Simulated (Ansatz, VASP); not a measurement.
# Pd: VASP beside Ansatz

POSCAR

```
Pd
1.0
    0.0000000000      1.9558504376      1.9558504376
    1.9558504376      0.0000000000      1.9558504376
    1.9558504376      1.9558504376      0.0000000000
Pd
1
Direct
    0.0000000000      0.0000000000      0.0000000000
```

INCAR.step1

```
SYSTEM = Pd
ALGO = Normal ; EDIFF = 1E-4
ENCUT = 520 ; GGA = PE
ISMEAR = -1 ; LASPH = .TRUE.
LCHARG = .FALSE. ; LREAL = .FALSE.
LWAVE = .TRUE. ; NBANDS = 11
NELM = 60 ; PREC = Accurate
SIGMA = 0.1
```

The input INCAR.step2:

```
SYSTEM = Pd
ALGO = Normal ; EDIFF = 1E-6
ENCUT = 520 ; ISIF = 2
ISMEAR = -1 ; ISTART = 1
LASPH = .TRUE. ; LCHARG = .TRUE.
LELF = .TRUE. ; LMIXTAU = .TRUE.
LREAL = .FALSE. ; LVHAR = .TRUE.
LWAVE = .FALSE. ; METAGGA = R2SCAN
NBANDS = 11 ; NELM = 60
PREC = Accurate ; SIGMA = 0.1
```

File KPOINTS:

```
k-points
0
G
  20 20 20
  0 0 0
```

Input for Ansatz:

```yaml
crystal:
  lattice:
    - [0.0, 1.9558504376, 1.9558504376]
    - [1.9558504376, 0.0, 1.9558504376]
    - [1.9558504376, 1.9558504376, 0.0]
  atoms:
    - { symbol: Pd, position: [0.0, 0.0, 0.0] }
hamiltonian:
  xc: r2scan
  pseudopotentials:
    kind: paw
    azcp:
      Pd: "pseudopotentials/Pd.paw.azcp"
basis:
  ecutwfc: 500
  fft_grid_basis: typed
kpoints:
  mp_grid: { grid: [20, 20, 20], shift: [0, 0, 0] }
magnetization:
  spin_polarized: false
scf:
  occupations: { method: fermi_dirac, width: 0.1 }
  lower_state_search: "off"
output:
  stress: true
```

Alike in both runs: task single point; functional r2SCAN; k mesh 20 × 20 × 20; occupations fermi-dirac, width 0.1 eV; no spin polarisation.

|  | VASP | Ansatz |
| --- | --- | --- |
| version | VASP 6.6.1 | Ansatz 0.2.0 |
| potentials or method | VASP PAW PBE potentials, release 64 (Pd), cutoff 520 eV | plane waves (500 eV) with PAW, scalar-relativistic |
| valence electrons in the cell | 10 | 18 |

```tsv
	VASP	Ansatz	Ansatz less VASP
pressure (GPa)	0.5	-0.2	-0.64
```

VASP's potentials were made for PBE, not for r2SCAN. VASP's potentials hold 10 valence electrons a cell and Ansatz's 18, so a difference there can come from the potentials and not from the codes.
